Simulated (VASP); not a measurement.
# Rh (Fm-3m) in VASP: a series of runs

The runs below take Rh through single point, with PBE.

Program: VASP 6.6.1. These are calculated values, not measurements. Logs are shortened: lines on timing, memory, paths and dates and some standing lists are left out, and cuts for length are marked.

## (1) The cell of the first run

It takes space group Fm-3m (No. 225, cubic). The conventional cell has a = 3.670 Å, b = 3.670 Å, c = 3.670 Å, α = 90.00°, β = 90.00°, γ = 90.00°. Rh (site symmetry m-3m) has 12 Rh at 2.60 Å within 3.4 Å.

## (2) Single point, PBE (volume scaled by 0.88)

INCAR reads:

```
SYSTEM = Rh
  PREC = Accurate
  ENCUT = 520
  EDIFF = 1E-7
  ISMEAR = 0
  SIGMA = 0.1
  LREAL = .False.
  LASPH = .True.
  NELM = 100
  ALGO = Normal
  ISIF = 2
  LWAVE = .False.
  LCHARG = .True.
  GGA = PE
  LELF = .True.
  LVHAR = .True.
  NBANDS = 14
```

KPOINTS reads:

```
regular mesh
0
Gamma
  18 18 18
  0 0 0
```

POSCAR reads:

```
Rh
1.0
    0.0000000000      1.8351032935      1.8351032935
    1.8351032935      0.0000000000      1.8351032935
    1.8351032935      1.8351032935      0.0000000000
Rh
1
Direct
    0.0000000000      0.0000000000      0.0000000000
```

Potentials or basis: VASP PAW PBE potentials, release 64 (Rh_pv).

Run with:

```console
> cat potpaw_PBE.64/Rh_pv/POTCAR > POTCAR
> mpirun -np 1 vasp_std > vasp.out
```

OUTCAR:

```text
SYSTEM = Rh
   PREC = Accurate
   ENCUT = 520
   EDIFF = 1E-7
   ISMEAR = 0
   LREAL = .False.
   LASPH = .True.
   NELM = 100
   ISIF = 2
   GGA = PE

 ion  position               nearest neighbor table
   1  0.000  0.000  0.000-

  LATTYP: Found a face centered cubic cell.
 ALAT       =     3.6702065870

  Lattice vectors:

 A1 = (   0.0000000000,   1.8351032935,   1.8351032935)
 A2 = (   1.8351032935,   0.0000000000,   1.8351032935)
 A3 = (   1.8351032935,   1.8351032935,   0.0000000000)

Analysis of symmetry for initial positions (statically):
=====================================================================
 Subroutine PRICEL returns:
 Original cell was already a primitive cell.

 Routine SETGRP: Setting up the symmetry group for a
 face centered cubic supercell.

 Subroutine GETGRP returns: Found 48 space group operations
 (whereof 48 operations were pure point group operations)
 out of a pool of 48 trial point group operations.

The static configuration has the point symmetry O_h .

Analysis of symmetry for dynamics (positions and initial velocities):
=====================================================================
 Subroutine PRICEL returns:
 Original cell was already a primitive cell.

 Routine SETGRP: Setting up the symmetry group for a
 face centered cubic supercell.

 Subroutine GETGRP returns: Found 48 space group operations
 (whereof 48 operations were pure point group operations)
 out of a pool of 48 trial point group operations.

The dynamic configuration has the point symmetry O_h .

 Subroutine INISYM returns: Found 48 space group operations
 (whereof 48 operations are pure point group operations),
 and found     1 'primitive' translations

----------------------------------------------------------------------------------------

                                     Primitive cell

  volume of cell :      12.3598

  direct lattice vectors                    reciprocal lattice vectors
     0.000000000  1.835103294  1.835103294    -0.272464227  0.272464227  0.272464227
     1.835103294  0.000000000  1.835103294     0.272464227 -0.272464227  0.272464227
     1.835103294  1.835103294  0.000000000     0.272464227  0.272464227 -0.272464227

  length of vectors
     2.595227966  2.595227966  2.595227966     0.471921884  0.471921884  0.471921884

  position of ions in fractional coordinates (direct lattice)
     0.000000000  0.000000000  0.000000000

  ion indices of the primitive-cell ions
   primitive index   ion index
                 1           1

----------------------------------------------------------------------------------------

 KPOINTS: regular mesh

Automatic generation of k-mesh.
 Grid dimensions read from file:
 generate k-points for:   18   18   18

 Generating k-lattice:

  Cartesian coordinates                     Fractional coordinates (reciprocal lattice)
    -0.015136901  0.015136901  0.015136901     0.055555556  0.000000000  0.000000000
     0.015136901 -0.015136901  0.015136901     0.000000000  0.055555556  0.000000000
     0.015136901  0.015136901 -0.015136901     0.000000000  0.000000000  0.055555556

  Length of vectors
     0.026217882  0.026217882  0.026217882

  Shift w.r.t. Gamma in fractional coordinates (k-lattice)
     0.000000000  0.000000000  0.000000000

 Subroutine IBZKPT returns following result:
 ===========================================

 Found    195 irreducible k-points:

 Following reciprocal coordinates:
            Coordinates               Weight
  0.000000  0.000000  0.000000      1.000000
  0.055556  0.000000  0.000000      8.000000
  0.111111  0.000000  0.000000      8.000000
  0.166667  0.000000  0.000000      8.000000
  0.222222  0.000000  0.000000      8.000000
  0.277778  0.000000  0.000000      8.000000
[... 16 lines left out ...]
 -0.277778  0.055556  0.000000     24.000000
 -0.222222  0.055556  0.000000     24.000000
 [... further k-points ...]
   k-points           NKPTS =    195   k-points in BZ     NKDIM =    195   number of bands    NBANDS=     14
   number of dos      NEDOS =    301   number of ions     NIONS =      1
   total plane-waves  NPLWV =   8000
   dimension x,y,z NGX =    20 NGY =   20 NGZ =   20
   dimension x,y,z NGXF=    40 NGYF=   40 NGZF=   40
   ions per type =               1
   NGX,Y,Z   is equivalent  to a cutoff of  12.81, 12.81, 12.81 a.u.
   NGXF,Y,Z  is equivalent  to a cutoff of  25.62, 25.62, 25.62 a.u.
 SYSTEM =  Rh
   PREC   = accura    normal or accurate (medium, high low for compatibility)
   ISTART =      0    job   : 0-new  1-cont  2-samecut
   ICHARG =      2    charge: 1-file 2-atom 10-const
   ISPIN  =      1    spin polarized calculation?
   LNONCOLLINEAR =      F non collinear calculations
   LSORBIT =      F    spin-orbit coupling
   LASPH  =      T    aspherical Exc in radial PAW
   ENCUT  =  520.0 eV  38.22 Ry    6.18 a.u.   4.83  4.83  4.83*2*pi/ulx,y,z
   NELM   =    100;   NELMIN=  2; NELMDL= -5     # of ELM steps
   EDIFF  = 0.1E-06   stopping-criterion for ELM
   LREAL  =      F    real-space projection
   EDIFFG = 0.1E-05   stopping-criterion for IOM
   NSW    =      0    number of steps for IOM
   IBRION =     -1    ionic relax: 0-MD 1-quasi-New 2-CG
   NFREE  =      0    steps in history (QN), initial steepest desc. (CG)
   ISIF   =      2    stress and relaxation
   ISYM   =      2    0-nonsym 1-usesym 2-fastsym
   POTIM  = 0.5000    time-step for ionic-motion
   TEBEG  =    0.0;   TEEND  =   0.0 temperature during run
   PSTRESS=    0.0 pullay stress
   NELECT =      15.0000    total number of electrons
   NUPDOWN=      -1.0000    fix difference up-down
   EMIN   =  10.00;   EMAX   =-10.00  energy-range for DOS
   EFERMI =   0.00;   METHOD = LEGACY
   ISMEAR =     0;   SIGMA  =   0.10  broadening in eV -4-tet -1-fermi 0-gaus
   EFERMI_NEDOS =   21; number of points for ismear=-14 and -15
   IALGO  =     38    algorithm
   IMIX   =      4    mixing-type and parameters
     AMIX     =   0.40;   BMIX     =  1.00
     AMIX_MAG =   1.60;   BMIX_MAG =  1.00
  volume/ion in A,a.u.               =      12.36        83.41
  Fermi-wavevector in a.u.,A,eV,Ry     =   1.746230  3.299896 41.488499  3.049319
  Thomas-Fermi vector in A             =   2.817764
   LORBIT       =      0    0 simple, 1 ext, 2 COOP (PROOUT), +10 PAW based schemes
   GGA     = PE    functional components
   LHFCALC =     F    Hartree Fock is set to
   AEXX    =    0.0000 exact exchange contribution
   IVDW    =     0    specifies the selected vdW correction
   LEPSILON=     F    determine dielectric tensor
   LRPA    =     F    only Hartree local field effects (RPA)
 non-spin polarized calculation
 Gauss-broadening in eV      SIGMA  =   0.10
  energy-cutoff  :      520.00
  volume of cell :       12.36
 maximum number of plane-waves:       347
   NGX =  9   NGY =  9   NGZ =  9

 number of electron      15.0000000 magnetization

 Free energy of the ion-electron system (eV)
  ---------------------------------------------------
  ext. energy  EPLUGINS =         0.00000000
  ---------------------------------------------------
  free energy    TOTEN  =        -7.04910102 eV

  energy without entropy =       -7.04340979  energy(sigma->0) =       -7.04625540

 E-fermi :  13.9789     XC(G=0): -14.7312

 val. band max:       13.9766888856   @ k =   0.5000   0.3889   0.0556
 cond. band min:      13.9857415752   @ k =  -0.4444   0.3333   0.1667
 fundamental gap:      0.0090526897
 Fermi energy:        13.9788840044

 k-point     1 :       0.0000    0.0000    0.0000
  band No.  band energies     occupation
      1     -32.6020      2.00000
      2     -32.6020      2.00000
      3     -32.6020      2.00000
      4       5.2114      2.00000
      5      10.3383      2.00000
      6      10.3383      2.00000
      7      10.3383      2.00000
      8      12.8050      2.00000
      9      12.8050      2.00000
     10      29.8281      0.00000
     11      34.1781      0.00000
     12      35.9119      0.00000
     13      35.9119      0.00000
     14      35.9119      0.00000

 k-point     2 :       0.0556    0.0000    0.0000
  band No.  band energies     occupation
      1     -32.6352      2.00000
      2     -32.6063      2.00000
      3     -32.6063      2.00000
      4       5.3501      2.00000
      5      10.2714      2.00000
      6      10.3953      2.00000
      7      10.3953      2.00000
      8      12.7703      2.00000
      9      12.7703      2.00000
     10      30.0494      0.00000
     11      34.1776      0.00000
     12      35.1951      0.00000
     13      36.1294      0.00000
     14      36.1294      0.00000

 k-point     3 :       0.1111    0.0000    0.0000
  band No.  band energies     occupation
      1     -32.7304      2.00000
      2     -32.6188      2.00000
      3     -32.6188      2.00000
      4       5.7449      2.00000
      5      10.1064      2.00000
      6      10.5440      2.00000
      7      10.5440      2.00000
      8      12.6948      2.00000
      9      12.6948      2.00000
     10      30.6527      0.00000
     11      33.7108      0.00000
     12      34.1820      0.00000
     13      36.7632      0.00000
     14      36.7632      0.00000

 k-point     4 :       0.1667    0.0000    0.0000
  band No.  band energies     occupation
      1     -32.8745      2.00000
      2     -32.6379      2.00000
      3     -32.6379      2.00000
      4       6.3164      2.00000
      5       9.9558      2.00000
      6      10.7101      2.00000
      7      10.7101      2.00000
      8      12.6679      2.00000
      9      12.6679      2.00000
     10      31.4266      0.00000
     11      32.1079      0.00000
     12      34.1801      0.00000
     13      37.7587      0.00000
     14      37.7587      0.00000

 k-point     5 :       0.2222    0.0000    0.0000
  band No.  band energies     occupation
      1     -33.0489      2.00000
      2     -32.6613      2.00000
      3     -32.6613      2.00000
      4       6.8773      2.00000
      5      10.0378      2.00000
      6      10.7776      2.00000
      7      10.7776      2.00000
      8      12.8178      2.00000
      9      12.8178      2.00000
     10      30.5135      0.00000
     11      31.9821      0.00000
[... 276 lines left out ...]
 k-point    22 :      -0.3333    0.0556    0.0000
  band No.  band energies     occupation
      1     -33.4445      2.00000
      2     -32.7508      2.00000
      3     -32.7084      2.00000
      4       7.2397      2.00000
      5      10.4277      2.00000
      6      10.5511      2.00000
      7      11.7629      2.00000
      8      13.5549      2.00000
      9      14.5421      0.00000
     10      26.8697      0.00000
     11      30.7958      0.00000
     12      34.1800      0.00000
     13      37.0672      0.00000
     14      39.0662      0.00000

 k-point    23 :      -0.2778    0.0556    0.0000
  band No.  band energies     occupation
      1     -33.2887      2.00000
      2     -32.7301      2.00000
      3     -32.6838      2.00000
      4       7.3074      2.00000
      5      10.5311      2.00000
      6      10.7229      2.00000
      7      10.7981      2.00000
      8      12.9962      2.00000
      9      13.9084      1.68119
     10      28.5326      0.00000
     11      31.6641      0.00000
     12      34.1799      0.00000
     13      38.1112      0.00000
     14      40.0648      0.00000

 k-point    24 :      -0.2222    0.0556    0.0000
  band No.  band energies     occupation
      1     -33.1133      2.00000
      2     -32.7046      2.00000
      3     -32.6585      2.00000
      4       7.1330      2.00000
      5       9.9853      2.00000
      6      10.7929      2.00000
      7      10.8491      2.00000
      8      12.5548      2.00000
      9      13.3736      2.00000
     10      30.1010      0.00000
     11      32.1429      0.00000
     12      34.1799      0.00000
     13      38.1199      0.00000
     14      39.9992      0.00000

 [... further k-points ...]

------------------------ aborting loop because EDIFF is reached ----------------------------------------

  FORCE on cell =-STRESS in cart. coord.  units (eV):
  Direction    XX          YY          ZZ          XY          YZ          ZX
  --------------------------------------------------------------------------------------
  -------------------------------------------------------------------------------------
  Total        3.5287684      3.5287684      3.5287684     -0.0000000      0.0000000     -0.0000000
  in kB      457.4274240    457.4274240    457.4274240     -0.0000000      0.0000000     -0.0000000
  external PRESSURE =     457.4274240 kB  Pullay stress =       0.0000000 kB

 VOLUME and BASIS-vectors are now :
 -----------------------------------------------------------------------------
  energy-cutoff  :      520.00
  volume of cell :       12.36
      direct lattice vectors                 reciprocal lattice vectors
     0.000000000  1.835103294  1.835103294    -0.272464227  0.272464227  0.272464227
     1.835103294  0.000000000  1.835103294     0.272464227 -0.272464227  0.272464227
     1.835103294  1.835103294  0.000000000     0.272464227  0.272464227 -0.272464227

 POSITION                                       TOTAL-FORCE (eV/Angst)
 -----------------------------------------------------------------------------------
      0.00000      0.00000      0.00000         0.000000      0.000000      0.000000
 -----------------------------------------------------------------------------------
    total drift:                                0.000000     -0.000000     -0.000000

  FREE ENERGIE OF THE ION-ELECTRON SYSTEM (eV)
  ---------------------------------------------------
  free  energy   TOTEN  =        -7.0491010191 eV

  energy  without entropy=       -7.0434097885  energy(sigma->0) =       -7.04625540
```

Wall time 21 s (1 thread of Intel Xeon Platinum 8488C (Sapphire Rapids), shared host); peak memory 0.15 GiB.

What came out:

* Free energy: -7.0491 eV
* Pressure: 45.7 GPa

Levels at points of the mesh, in eV from the Fermi level:
```csv
k point,band 5,band 6,band 7,band 8,band 9,band 10
"(0.00, 0.00, 0.00)",-3.64,-3.64,-3.64,-1.17,-1.17,15.85
"(0.50, 0.00, 0.00)",-3.75,-3.75,0.63,0.68,0.68,9.81
"(0.50, 0.50, 0.00)",-6.99,0.65,1.18,1.18,3.43,13.71
```

## (3) Single point, PBE (volume scaled by 0.91)

INCAR reads:

```
PREC = Accurate ; ENCUT = 520
EDIFF = 1E-6 ; ISMEAR = 0
SIGMA = 0.1 ; LREAL = F
LASPH = T ; NELM = 80
ALGO = Normal ; ISIF = 2
LWAVE = F ; LCHARG = T
GGA = PE ; LELF = T
LVHAR = T ; NBANDS = 14
```

KPOINTS reads:

```
regular mesh
0
Gamma
  18 18 18
```

POSCAR reads:

```
Rh
1.0
    0.0000000000      1.8557241576      1.8557241576
    1.8557241576      0.0000000000      1.8557241576
    1.8557241576      1.8557241576      0.0000000000
Rh
1
Direct
    0.0000000000      0.0000000000      0.0000000000
```

Potentials or basis: VASP PAW PBE potentials, release 64 (Rh_pv).

Run with:

```console
> cat potpaw_PBE.64/Rh_pv/POTCAR > POTCAR
> mpirun -np 1 vasp_std > vasp.out
```

OUTCAR:

```text
PREC = Accurate
   ENCUT = 520
   EDIFF = 1E-6
   ISMEAR = 0
   LREAL = F
   LASPH = T
   NELM = 80
   ISIF = 2
   GGA = PE

 ion  position               nearest neighbor table
   1  0.000  0.000  0.000-

  LATTYP: Found a face centered cubic cell.
 ALAT       =     3.7114483152

  Lattice vectors:

 A1 = (   0.0000000000,   1.8557241576,   1.8557241576)
 A2 = (   1.8557241576,   0.0000000000,   1.8557241576)
 A3 = (   1.8557241576,   1.8557241576,   0.0000000000)

Analysis of symmetry for initial positions (statically):
=====================================================================
 Subroutine PRICEL returns:
 Original cell was already a primitive cell.

 Routine SETGRP: Setting up the symmetry group for a
 face centered cubic supercell.

 Subroutine GETGRP returns: Found 48 space group operations
 (whereof 48 operations were pure point group operations)
 out of a pool of 48 trial point group operations.

The static configuration has the point symmetry O_h .

[... 166 lines left out ...]
  band No.  band energies     occupation
      1     -33.2174      2.00000
      2     -33.2174      2.00000
      3     -33.2174      2.00000
      4       4.7911      2.00000
      5       9.8466      2.00000
      6       9.8466      2.00000
      7       9.8466      2.00000
      8      12.1866      2.00000
      9      12.1866      2.00000
     10      29.2114      0.00000
     11      33.6009      0.00000
     12      35.0951      0.00000
     13      35.0951      0.00000
     14      35.0951      0.00000
[... 377 lines left out ...]
      1     -33.6731      2.00000
      2     -33.3093      2.00000
      3     -33.2683      2.00000
      4       6.6863      2.00000
      5       9.4944      2.00000
      6      10.2799      2.00000
      7      10.3352      2.00000
      8      11.9563      2.00000
      9      12.7291      2.00000
     10      29.2451      0.00000
     11      31.3058      0.00000
     12      33.6018      0.00000
     13      37.0640      0.00000
     14      38.9054      0.00000

 [... further k-points ...]

------------------------ aborting loop because EDIFF is reached ----------------------------------------

  FORCE on cell =-STRESS in cart. coord.  units (eV):
  Direction    XX          YY          ZZ          XY          YZ          ZX
  --------------------------------------------------------------------------------------
  -------------------------------------------------------------------------------------
  Total        2.4717404      2.4717404      2.4717404      0.0000000     -0.0000000      0.0000000
  in kB      309.8440572    309.8440572    309.8440572      0.0000000     -0.0000000      0.0000000
  external PRESSURE =     309.8440572 kB  Pullay stress =       0.0000000 kB

 VOLUME and BASIS-vectors are now :
 -----------------------------------------------------------------------------
  energy-cutoff  :      520.00
  volume of cell :       12.78
      direct lattice vectors                 reciprocal lattice vectors
     0.000000000  1.855724158  1.855724158    -0.269436596  0.269436596  0.269436596
     1.855724158  0.000000000  1.855724158     0.269436596 -0.269436596  0.269436596
     1.855724158  1.855724158  0.000000000     0.269436596  0.269436596 -0.269436596

 POSITION                                       TOTAL-FORCE (eV/Angst)
 -----------------------------------------------------------------------------------
      0.00000      0.00000      0.00000         0.000000      0.000000     -0.000000
 -----------------------------------------------------------------------------------
    total drift:                                0.000000     -0.000000      0.000000

  FREE ENERGIE OF THE ION-ELECTRON SYSTEM (eV)
  ---------------------------------------------------
  free  energy   TOTEN  =        -7.1496880336 eV

  energy  without entropy=       -7.1436401522  energy(sigma->0) =       -7.14666409
```

stdout:

```text
POSCAR found type information on POSCAR Rh
 POSCAR found :  1 types and       1 ions
 scaLAPACK will be used
 LDA part: xc-table for (Slater+PW92), standard interpolation
 POSCAR, INCAR and KPOINTS ok, starting setup
 FFT: planning ... GRIDC
 FFT: planning ... GRID_SOFT
 FFT: planning ... GRID
 WAVECAR not read
 entering main loop
```

It took 20 s on 1 thread of Intel Xeon Platinum 8488C (Sapphire Rapids), shared host; peak memory 0.15 GiB.

What came out:

* Free energy: -7.1497 eV
* Pressure: 31.0 GPa

## (4) Single point, PBE (volume scaled by 0.94)

INCAR reads:

```
PREC = Accurate
ENCUT = 520
EDIFF = 1E-6
ISMEAR = 0
SIGMA = 0.1
LREAL = F
LASPH = T
NELM = 80
ALGO = Normal
ISIF = 2
LWAVE = F
LCHARG = T
GGA = PE
LELF = T
LVHAR = T
NBANDS = 14
```

KPOINTS reads:

```
Automatic mesh
0
Gamma
  18 18 18
```

POSCAR reads:

```
Rh
1.0
    0.0000000000      1.8758966527      1.8758966527
    1.8758966527      0.0000000000      1.8758966527
    1.8758966527      1.8758966527      0.0000000000
Rh
1
Direct
    0.0000000000      0.0000000000      0.0000000000
```

Run with:

```console
> cat potpaw_PBE.64/Rh_pv/POTCAR > POTCAR
> mpirun -np 1 vasp_std > vasp.out
```

Wall time 24 s (1 thread of Intel Xeon Platinum 8488C (Sapphire Rapids), shared host); peak memory 0.15 GiB.

It converged, with:

```
Free energy : -7.2149 eV
Pressure    : 18.7 GPa
```

Levels at points of the mesh, in eV from the Fermi level:
```
           k point  band 4  band 5  band 6  band 7  band 8  band 9  band 10  band 11
(0.00, 0.00, 0.00)   -8.27   -3.29   -3.29   -3.29   -1.06   -1.06    15.95    20.39
(0.50, 0.00, 0.00)   -6.47   -3.37   -3.37    0.61    0.61    0.69     9.06    15.48
(0.50, 0.50, 0.00)   -6.72   -6.33    0.57    1.05    1.05    3.32    12.80    13.56
```

(Continued in part 2 of 2.)
